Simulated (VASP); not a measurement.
# Zr3ZnN2 (P6/mmm) in VASP: a series of runs

Zr3ZnN2 is run at these levels: PBE; tasks: single point, relaxation of cell and atoms.

Everything below comes from runs of VASP 6.6.1. Logs are shortened: lines on timing, memory, paths and dates and some standing lists are left out, and cuts for length are marked.

## 1. The cell of the first run

The structure is hexagonal, space group P6/mmm (No. 191). The conventional cell has a = 5.968 Å, b = 5.968 Å, c = 3.040 Å, α = 90.00°, β = 90.00°, γ = 120.00°. Within 3.0 Å of Zr (site symmetry mmm) lie 4 N at 2.30 Å and 4 Zr at 2.98 Å. Zn (site symmetry 6/mmm) has 2 Zn at 3.04 Å and 12 Zr at 3.35 Å and 6 N at 3.45 Å within 4.0 Å. Within 3.0 Å of N (site symmetry -6m2) lie 6 Zr at 2.30 Å.

## 2. Single point, PBE

Contents of INCAR:

```
SYSTEM = Zr3ZnN2
  ALGO = Normal
  EDIFF = 1E-6
  ENCUT = 520
  GGA = PE
  ISIF = 2
  ISMEAR = 0
  LASPH = .True.
  LCHARG = .False.
  LREAL = .False.
  LWAVE = .False.
  NBANDS = 38
  NELM = 100
  PREC = Accurate
  SIGMA = 0.1
```

Contents of KPOINTS:

```
k-points
0
Gamma
  6 6 4
  0 0 0
```

Contents of POSCAR:

```
Zr3ZnN2
1.0
    5.9683373897      0.0000000034      0.0000000000
   -2.9841686978      5.1687317962      0.0000000000
    0.0000000000      0.0000000000      3.0397068786
Zr Zn N
3 1 2
Direct
    0.5000000000      0.5000000000      0.5000000000
    0.5000000000      0.0000000000      0.5000000000
    0.0000000000      0.5000000000      0.5000000000
    0.0000000000      0.0000000000      0.0000000000
    0.6666666667      0.3333333333      0.0000000000
    0.3333333333      0.6666666667      0.0000000000
```

Potentials or basis: VASP PAW PBE potentials, release 64 (Zr_sv, Zn, N).

Command:

```
> cat potpaw_PBE.64/Zr_sv/POTCAR potpaw_PBE.64/Zn/POTCAR potpaw_PBE.64/N/POTCAR > POTCAR
> mpirun -np 1 vasp_std > vasp.out
```

OUTCAR:

```text
SYSTEM = Zr3ZnN2
   EDIFF = 1E-6
   ENCUT = 520
   GGA = PE
   ISIF = 2
   ISMEAR = 0
   LASPH = .True.
   LREAL = .False.
   NELM = 100
   PREC = Accurate

 ion  position               nearest neighbor table
   1  0.500  0.500  0.500-   5 2.30   6 2.30   5 2.30   6 2.30   3 2.98   3 2.98   2 2.98   2 2.98
                             4 3.35   4 3.35   4 3.35   4 3.35
   2  0.500  0.000  0.500-   5 2.30   6 2.30   5 2.30   6 2.30   3 2.98   3 2.98   1 2.98   1 2.98
                             4 3.35   4 3.35   4 3.35   4 3.35
   3  0.000  0.500  0.500-   5 2.30   6 2.30   5 2.30   6 2.30   1 2.98   1 2.98   2 2.98   2 2.98
                             4 3.35   4 3.35   4 3.35   4 3.35
   4  0.000  0.000  0.000-   2 3.35   2 3.35   2 3.35   2 3.35   1 3.35   1 3.35   1 3.35   1 3.35
                             3 3.35   3 3.35   3 3.35   3 3.35
   5  0.667  0.333  0.000-   3 2.30   3 2.30   2 2.30   2 2.30   1 2.30   1 2.30
   6  0.333  0.667  0.000-   3 2.30   3 2.30   2 2.30   2 2.30   1 2.30   1 2.30

  LATTYP: Found a hexagonal cell.
 ALAT       =     5.9683373897
 C/A-ratio  =     0.5093054699

  Lattice vectors:

 A1 = (   5.9683373897,   0.0000000034,   0.0000000000)
 A2 = (  -2.9841686978,   5.1687317962,   0.0000000000)
 A3 = (   0.0000000000,   0.0000000000,   3.0397068786)

Analysis of symmetry for initial positions (statically):
=====================================================================
 Subroutine PRICEL returns:
 Original cell was already a primitive cell.

 Routine SETGRP: Setting up the symmetry group for a
 hexagonal supercell.

 Subroutine GETGRP returns: Found 24 space group operations
 (whereof 24 operations were pure point group operations)
 out of a pool of 24 trial point group operations.

The static configuration has the point symmetry D_6h.

Analysis of symmetry for dynamics (positions and initial velocities):
=====================================================================
 Subroutine PRICEL returns:
 Original cell was already a primitive cell.

 Routine SETGRP: Setting up the symmetry group for a
 hexagonal supercell.

 Subroutine GETGRP returns: Found 24 space group operations
 (whereof 24 operations were pure point group operations)
 out of a pool of 24 trial point group operations.

The dynamic configuration has the point symmetry D_6h.

 Subroutine INISYM returns: Found 24 space group operations
 (whereof 24 operations are pure point group operations),
 and found     1 'primitive' translations

[... 101 lines left out ...]
   NSW    =      0    number of steps for IOM
   IBRION =     -1    ionic relax: 0-MD 1-quasi-New 2-CG
   NFREE  =      0    steps in history (QN), initial steepest desc. (CG)
   ISIF   =      2    stress and relaxation
   ISYM   =      2    0-nonsym 1-usesym 2-fastsym
   POTIM  = 0.5000    time-step for ionic-motion
   TEBEG  =    0.0;   TEEND  =   0.0 temperature during run
   PSTRESS=    0.0 pullay stress
   NELECT =      58.0000    total number of electrons
   NUPDOWN=      -1.0000    fix difference up-down
   EMIN   =  10.00;   EMAX   =-10.00  energy-range for DOS
   EFERMI =   0.00;   METHOD = LEGACY
   ISMEAR =     0;   SIGMA  =   0.10  broadening in eV -4-tet -1-fermi 0-gaus
   EFERMI_NEDOS =   21; number of points for ismear=-14 and -15
   IALGO  =     38    algorithm
   IMIX   =      4    mixing-type and parameters
     AMIX     =   0.40;   BMIX     =  1.00
     AMIX_MAG =   1.60;   BMIX_MAG =  1.00
  volume/ion in A,a.u.               =      15.63       105.47
  Fermi-wavevector in a.u.,A,eV,Ry     =   1.394851  2.635886 26.471620  1.945609
  Thomas-Fermi vector in A             =   2.518360
   LORBIT       =      0    0 simple, 1 ext, 2 COOP (PROOUT), +10 PAW based schemes
   GGA     = PE    functional components
   LHFCALC =     F    Hartree Fock is set to
   AEXX    =    0.0000 exact exchange contribution
   IVDW    =     0    specifies the selected vdW correction
   LEPSILON=     F    determine dielectric tensor
   LRPA    =     F    only Hartree local field effects (RPA)
 non-spin polarized calculation
 Gauss-broadening in eV      SIGMA  =   0.10
  energy-cutoff  :      520.00
  volume of cell :       93.77
 maximum number of plane-waves:      2540
 NGX is ok and might be reduce to    48
   NGX = 23   NGY = 23   NGZ = 11

 number of electron      58.0000000 magnetization

 Free energy of the ion-electron system (eV)
  ---------------------------------------------------
  ext. energy  EPLUGINS =         0.00000000
  ---------------------------------------------------
  free energy    TOTEN  =       -48.27534956 eV

  energy without entropy =      -48.25311245  energy(sigma->0) =      -48.26423101

 E-fermi :   8.3479     XC(G=0): -11.4781

 val. band max:        8.3144669699   @ k =   0.3333   0.1667   0.2500
 cond. band min:       8.3618151243   @ k =   0.3333  -0.0000   0.5000
 fundamental gap:      0.0473481544
 Fermi energy:         8.3478965791

 k-point     1 :       0.0000    0.0000    0.0000
  band No.  band energies     occupation
      1     -40.7084      2.00000
      2     -40.5349      2.00000
      3     -40.5349      2.00000
      4     -19.7473      2.00000
      5     -19.0285      2.00000
      6     -19.0285      2.00000
[... 850 lines left out ...]
     37      11.9940      0.00000
     38      12.5000      0.00000

------------------------ aborting loop because EDIFF is reached ----------------------------------------

  FORCE on cell =-STRESS in cart. coord.  units (eV):
  Direction    XX          YY          ZZ          XY          YZ          ZX
  --------------------------------------------------------------------------------------
  -------------------------------------------------------------------------------------
  Total        0.1059393      0.1059393      0.1251827     -0.0000000     -0.0000000      0.0000000
  in kB        1.8100836      1.8100836      2.1388769     -0.0000000     -0.0000000      0.0000000
  external PRESSURE =       1.9196813 kB  Pullay stress =       0.0000000 kB

 VOLUME and BASIS-vectors are now :
 -----------------------------------------------------------------------------
  energy-cutoff  :      520.00
  volume of cell :       93.77
      direct lattice vectors                 reciprocal lattice vectors
     5.968337390  0.000000003  0.000000000     0.167550849  0.096735528  0.000000000
    -2.984168698  5.168731796  0.000000000    -0.000000000  0.193471056  0.000000000
     0.000000000  0.000000000  3.039706879     0.000000000  0.000000000  0.328979089

 POSITION                                       TOTAL-FORCE (eV/Angst)
 -----------------------------------------------------------------------------------
      1.49208      2.58437      1.51985        -0.000000      0.000000      0.000000
      2.98417      0.00000      1.51985        -0.000000      0.000000      0.000000
     -1.49208      2.58437      1.51985        -0.000000      0.000000      0.000000
      0.00000      0.00000      0.00000        -0.000000      0.000000      0.000000
      2.98417      1.72291      0.00000         0.000000     -0.000000      0.000000
     -0.00000      3.44582      0.00000        -0.000000      0.000000     -0.000000
 -----------------------------------------------------------------------------------
    total drift:                               -0.000000      0.000000     -0.000000

  FREE ENERGIE OF THE ION-ELECTRON SYSTEM (eV)
  ---------------------------------------------------
  free  energy   TOTEN  =       -48.2753495592 eV

  energy  without entropy=      -48.2531124540  energy(sigma->0) =      -48.26423101
```

OSZICAR:

```text
N       E                     dE             d eps       ncg     rms          rms(c)
DAV:   1     0.671280360130E+03    0.67128E+03   -0.29812E+04  1612   0.172E+03
DAV:   2     0.239083926190E+02   -0.64737E+03   -0.62588E+03  1638   0.490E+02
DAV:   3    -0.512765021314E+02   -0.75185E+02   -0.73233E+02  2324   0.151E+02
DAV:   4    -0.565534847274E+02   -0.52770E+01   -0.52221E+01  2360   0.334E+01
DAV:   5    -0.568336579948E+02   -0.28017E+00   -0.27997E+00  2438   0.687E+00    0.309E+01
DAV:   6    -0.484843553742E+02    0.83493E+01   -0.51301E+01  2068   0.344E+01    0.136E+01
DAV:   7    -0.483244873254E+02    0.15987E+00   -0.54291E+00  2250   0.100E+01    0.823E+00
DAV:   8    -0.482863763414E+02    0.38111E-01   -0.57706E-01  1944   0.382E+00    0.960E-01
DAV:   9    -0.482756628866E+02    0.10713E-01   -0.15373E-01  2228   0.135E+00    0.593E-01
DAV:  10    -0.482751424626E+02    0.52042E-03   -0.17169E-02  2002   0.702E-01    0.218E-01
DAV:  11    -0.482753862610E+02   -0.24380E-03   -0.18888E-03  2404   0.322E-01    0.449E-02
DAV:  12    -0.482753519032E+02    0.34358E-04   -0.19974E-04  2074   0.733E-02    0.209E-02
DAV:  13    -0.482753488614E+02    0.30418E-05   -0.18761E-05  2204   0.210E-02    0.373E-03
DAV:  14    -0.482753495592E+02   -0.69783E-06   -0.96479E-07  1286   0.706E-03
   1 F= -.48275350E+02 E0= -.48264231E+02  d E =-.222371E-01
```

stdout:

```text
POSCAR found type information on POSCAR ZrZnN
 POSCAR found :  3 types and       6 ions
 scaLAPACK will be used
 LDA part: xc-table for (Slater+PW92), standard interpolation
 POSCAR, INCAR and KPOINTS ok, starting setup
 FFT: planning ... GRIDC
 FFT: planning ... GRID_SOFT
 FFT: planning ... GRID
 WAVECAR not read
 entering main loop
```

Wall time 51 s (1 thread of AMD EPYC 9R45 (Zen 5), shared host); peak memory 0.22 GiB.

What came out:

| Item | Value |
| --- | --- |
| Free energy | -48.2753 eV |
| Pressure | 0.2 GPa |
| Band gap on the k mesh | zero (band 29 reaches 8.97 eV, above the bottom of band 30 at 7.25 eV) |

Levels at points of the mesh, in eV from the Fermi level:
```
           k point  band 25  band 26  band 27  band 28  band 29  band 30  band 31  band 32  band 33  band 34
(0.00, 0.00, 0.00)    -3.20    -2.41    -2.15    -1.34    -1.34     0.84     0.84     2.05     2.05     2.21
(0.50, 0.00, 0.00)    -3.37    -3.33    -2.25    -1.78    -1.14    -0.10     1.18     1.76     2.10     2.46
(0.00, 0.00, 0.50)    -2.91    -2.65    -1.50    -0.99    -0.99    -0.59    -0.59     1.70     3.20     3.20
(0.50, 0.00, 0.50)    -4.01    -1.39    -1.22    -0.68     0.62     0.96     1.02     1.13     1.13     2.50
```

Caveat: the k points lie up to 0.52 Å⁻¹ apart.

(Part 1 of 2 ends here.)
